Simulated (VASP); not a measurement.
# SnSe in VASP: a series of runs

The runs below take SnSe through single point, with PBEsol.

Program: VASP 6.6.1. These are calculated values, not measurements. Logs are shortened: lines on timing, memory, paths and dates and some standing lists are left out, and cuts for length are marked.

## (1) The cell of the first run

The structure is cubic, space group Fm-3m (No. 225). The conventional cell has a = 6.020 Å, b = 6.020 Å, c = 6.020 Å, α = 90.00°, β = 90.00°, γ = 90.00°. Within 4.0 Å of Sn (site symmetry m-3m) lie 6 Se at 3.01 Å. Se (site symmetry m-3m) has 6 Sn at 3.01 Å within 4.0 Å.

## (2) Single point, PBEsol

INCAR

```
PREC     = Accurate       # precision mode
ENCUT    = 520            # plane-wave cutoff, eV
EDIFF    = 1E-6           # SCF threshold, eV
ISMEAR   = -1             # smearing method
SIGMA    = 0.02           # smearing width, eV
LREAL    = False          # projectors in reciprocal space
LASPH    = True           # aspherical terms in the spheres
NELM     = 80             # most SCF steps
ALGO     = Normal         # electronic algorithm
ISIF     = 2              # what is computed and relaxed
LWAVE    = False          # write WAVECAR
LCHARG   = False          # write CHGCAR
GGA      = PS             # functional
NBANDS   = 17             # bands
```

KPOINTS

```
Automatic mesh
0
Gamma
  6 6 6
```

POSCAR

```
SnSe
1.0
    0.0000000000      3.0100000000      3.0100000000
    3.0100000000      0.0000000000      3.0100000000
    3.0100000000      3.0100000000      0.0000000000
Sn Se
1 1
Direct
    0.0000000000      0.0000000000      0.0000000000
    0.5000000000      0.5000000000      0.5000000000
```

Potentials or basis: VASP PAW PBE potentials, release 64 (Sn_d, Se).

Command:

```
cat potpaw_PBE.64/Sn_d/POTCAR potpaw_PBE.64/Se/POTCAR > POTCAR
mpirun -np 1 vasp_std > vasp.out
```

OUTCAR:

```text
PREC = Accurate
   ENCUT = 520
   EDIFF = 1E-6
   ISMEAR = -1
   LREAL = False
   LASPH = True
   NELM = 80
   ISIF = 2
   GGA = PS

 ion  position               nearest neighbor table
   1  0.000  0.000  0.000-   2 3.01   2 3.01   2 3.01   2 3.01   2 3.01   2 3.01
   2  0.500  0.500  0.500-   1 3.01   1 3.01   1 3.01   1 3.01   1 3.01   1 3.01

  LATTYP: Found a face centered cubic cell.
 ALAT       =     6.0200000000

  Lattice vectors:

 A1 = (   0.0000000000,   3.0100000000,   3.0100000000)
 A2 = (   3.0100000000,   0.0000000000,   3.0100000000)
 A3 = (   3.0100000000,   3.0100000000,   0.0000000000)

Analysis of symmetry for initial positions (statically):
=====================================================================
 Subroutine PRICEL returns:
 Original cell was already a primitive cell.

 Routine SETGRP: Setting up the symmetry group for a
 face centered cubic supercell.

 Subroutine GETGRP returns: Found 48 space group operations
 (whereof 48 operations were pure point group operations)
 out of a pool of 48 trial point group operations.

The static configuration has the point symmetry O_h .

Analysis of symmetry for dynamics (positions and initial velocities):
=====================================================================
 Subroutine PRICEL returns:
 Original cell was already a primitive cell.

 Routine SETGRP: Setting up the symmetry group for a
 face centered cubic supercell.

 Subroutine GETGRP returns: Found 48 space group operations
 (whereof 48 operations were pure point group operations)
 out of a pool of 48 trial point group operations.

The dynamic configuration has the point symmetry O_h .

 Subroutine INISYM returns: Found 48 space group operations
 (whereof 48 operations are pure point group operations),
 and found     1 'primitive' translations

----------------------------------------------------------------------------------------

                                     Primitive cell

  volume of cell :      54.5418

  direct lattice vectors                    reciprocal lattice vectors
     0.000000000  3.010000000  3.010000000    -0.166112957  0.166112957  0.166112957
     3.010000000  0.000000000  3.010000000     0.166112957 -0.166112957  0.166112957
[... 69 lines left out ...]
   ICHARG =      2    charge: 1-file 2-atom 10-const
   ISPIN  =      1    spin polarized calculation?
   LNONCOLLINEAR =      F non collinear calculations
   LSORBIT =      F    spin-orbit coupling
   LASPH  =      T    aspherical Exc in radial PAW
   ENCUT  =  520.0 eV  38.22 Ry    6.18 a.u.   7.91  7.91  7.91*2*pi/ulx,y,z
   NELM   =     80;   NELMIN=  2; NELMDL= -5     # of ELM steps
   EDIFF  = 0.1E-05   stopping-criterion for ELM
   LREAL  =      F    real-space projection
   EDIFFG = 0.1E-04   stopping-criterion for IOM
   NSW    =      0    number of steps for IOM
   IBRION =     -1    ionic relax: 0-MD 1-quasi-New 2-CG
   NFREE  =      0    steps in history (QN), initial steepest desc. (CG)
   ISIF   =      2    stress and relaxation
   ISYM   =      2    0-nonsym 1-usesym 2-fastsym
   POTIM  = 0.5000    time-step for ionic-motion
   TEBEG  =    0.0;   TEEND  =   0.0 temperature during run
   PSTRESS=    0.0 pullay stress
   NELECT =      20.0000    total number of electrons
   NUPDOWN=      -1.0000    fix difference up-down
   EMIN   =  10.00;   EMAX   =-10.00  energy-range for DOS
   EFERMI =   0.00;   METHOD = LEGACY
   ISMEAR =    -1;   SIGMA  =   0.02  broadening in eV -4-tet -1-fermi 0-gaus
   EFERMI_NEDOS =   21; number of points for ismear=-14 and -15
   IALGO  =     38    algorithm
   IMIX   =      4    mixing-type and parameters
     AMIX     =   0.40;   BMIX     =  1.00
     AMIX_MAG =   1.60;   BMIX_MAG =  1.00
  volume/ion in A,a.u.               =      27.27       184.03
  Fermi-wavevector in a.u.,A,eV,Ry     =   1.171768  2.214321 18.681350  1.373040
  Thomas-Fermi vector in A             =   2.308207
   LORBIT       =      0    0 simple, 1 ext, 2 COOP (PROOUT), +10 PAW based schemes
   GGA     = PS    functional components
   LHFCALC =     F    Hartree Fock is set to
   AEXX    =    0.0000 exact exchange contribution
   IVDW    =     0    specifies the selected vdW correction
   LEPSILON=     F    determine dielectric tensor
   LRPA    =     F    only Hartree local field effects (RPA)
 non-spin polarized calculation
  energy-cutoff  :      520.00
  volume of cell :       54.54
 maximum number of plane-waves:      1484
   NGX = 15   NGY = 15   NGZ = 15

 number of electron      20.0000005 magnetization

 Free energy of the ion-electron system (eV)
  ---------------------------------------------------
  ext. energy  EPLUGINS =         0.00000000
  ---------------------------------------------------
  free energy    TOTEN  =        -8.99269597 eV

  energy without entropy =       -8.99269596  energy(sigma->0) =       -8.99269597

 E-fermi :   5.6735     XC(G=0):  -9.7816

 val. band max:        5.3508894986   @ k =   0.5000   0.0000   0.0000
 cond. band min:       5.9963849576   @ k =   0.5000   0.0000   0.0000
 fundamental gap:      0.6454954590
 Fermi energy:         5.6735450961

 k-point     1 :       0.0000    0.0000    0.0000
  band No.  band energies     occupation
      1     -16.0512      2.00000
      2     -16.0512      2.00000
      3     -16.0512      2.00000
      4     -16.0510      2.00000
      5     -16.0510      2.00000
      6      -8.4522      2.00000
[... 297 lines left out ...]
      4     -16.0395      2.00000
      5     -16.0332      2.00000
      6      -7.2152      2.00000
[... 9 lines left out ...]
     16      16.5659      0.00000
     17      18.1431      0.00000

------------------------ aborting loop because EDIFF is reached ----------------------------------------

  FORCE on cell =-STRESS in cart. coord.  units (eV):
  Direction    XX          YY          ZZ          XY          YZ          ZX
  --------------------------------------------------------------------------------------
  -------------------------------------------------------------------------------------
  Total       -0.7667899     -0.7667899     -0.7667899      0.0000000     -0.0000000      0.0000000
  in kB      -22.5246200    -22.5246200    -22.5246200      0.0000000     -0.0000000      0.0000000
  external PRESSURE =     -22.5246200 kB  Pullay stress =       0.0000000 kB

 VOLUME and BASIS-vectors are now :
 -----------------------------------------------------------------------------
  energy-cutoff  :      520.00
  volume of cell :       54.54
      direct lattice vectors                 reciprocal lattice vectors
     0.000000000  3.010000000  3.010000000    -0.166112957  0.166112957  0.166112957
     3.010000000  0.000000000  3.010000000     0.166112957 -0.166112957  0.166112957
     3.010000000  3.010000000  0.000000000     0.166112957  0.166112957 -0.166112957

 POSITION                                       TOTAL-FORCE (eV/Angst)
 -----------------------------------------------------------------------------------
      0.00000      0.00000      0.00000        -0.000000     -0.000000      0.000000
      3.01000      3.01000      3.01000         0.000000      0.000000     -0.000000
 -----------------------------------------------------------------------------------
    total drift:                                0.000000     -0.000000     -0.000000

  FREE ENERGIE OF THE ION-ELECTRON SYSTEM (eV)
  ---------------------------------------------------
  free  energy   TOTEN  =        -8.9926959666 eV

  energy  without entropy=       -8.9926959641  energy(sigma->0) =       -8.99269597
```

OSZICAR:

```text
N       E                     dE             d eps       ncg     rms          rms(c)
DAV:   1     0.131170379104E+03    0.13117E+03   -0.97457E+03   560   0.145E+03
DAV:   2     0.359727503084E+01   -0.12757E+03   -0.12277E+03   609   0.349E+02
DAV:   3    -0.883304661105E+01   -0.12430E+02   -0.12324E+02   680   0.932E+01
DAV:   4    -0.914863347714E+01   -0.31559E+00   -0.31525E+00   687   0.159E+01
DAV:   5    -0.915816168517E+01   -0.95282E-02   -0.95279E-02   773   0.268E+00    0.305E+00
DAV:   6    -0.899668577822E+01    0.16148E+00   -0.39391E-01   786   0.412E+00    0.183E+00
DAV:   7    -0.899290391406E+01    0.37819E-02   -0.67757E-02   659   0.127E+00    0.866E-01
DAV:   8    -0.899284831230E+01    0.55602E-04   -0.69895E-03   689   0.694E-01    0.852E-02
DAV:   9    -0.899267671753E+01    0.17159E-03   -0.12747E-03   786   0.263E-01    0.417E-02
DAV:  10    -0.899269456073E+01   -0.17843E-04   -0.11004E-04   660   0.723E-02    0.705E-03
DAV:  11    -0.899269594406E+01   -0.13833E-05   -0.62009E-06   730   0.174E-02    0.220E-03
DAV:  12    -0.899269596662E+01   -0.22552E-07   -0.22077E-07   393   0.596E-03
   1 F= -.89926960E+01 E0= -.89926960E+01  d E =-.249039E-08
```

stdout:

```text
POSCAR found type information on POSCAR SnSe
 POSCAR found :  2 types and       2 ions
 scaLAPACK will be used
 -----------------------------------------------------------------------------
|                                                                             |
|                                                                             |
|     You enforced a specific xc type in the INCAR file but a different       |
|     I HOPE YOU KNOW WHAT YOU ARE DOING!                                     |
|                                                                             |
 -----------------------------------------------------------------------------

 LDA part: xc-table for (Slater+PW92), standard interpolation
 POSCAR, INCAR and KPOINTS ok, starting setup
 FFT: planning ... GRIDC
 FFT: planning ... GRID_SOFT
 FFT: planning ... GRID
 WAVECAR not read
 entering main loop
```

Run time: 7.6 s. Hardware: 1 thread of AMD EPYC 9R45 (Zen 5), shared host; peak memory 0.15 GiB.

What came out:

```
Free energy            : -8.9927 eV
Pressure               : -2.3 GPa
Band gap on the k mesh : 0.65 eV, direct
```

Caveat: the PAW data sets were made with another functional, which shifts forces and pressure a little; spin-orbit coupling is left out, which moves the levels of the heavy elements.

(Part 1 of 2 ends here.)
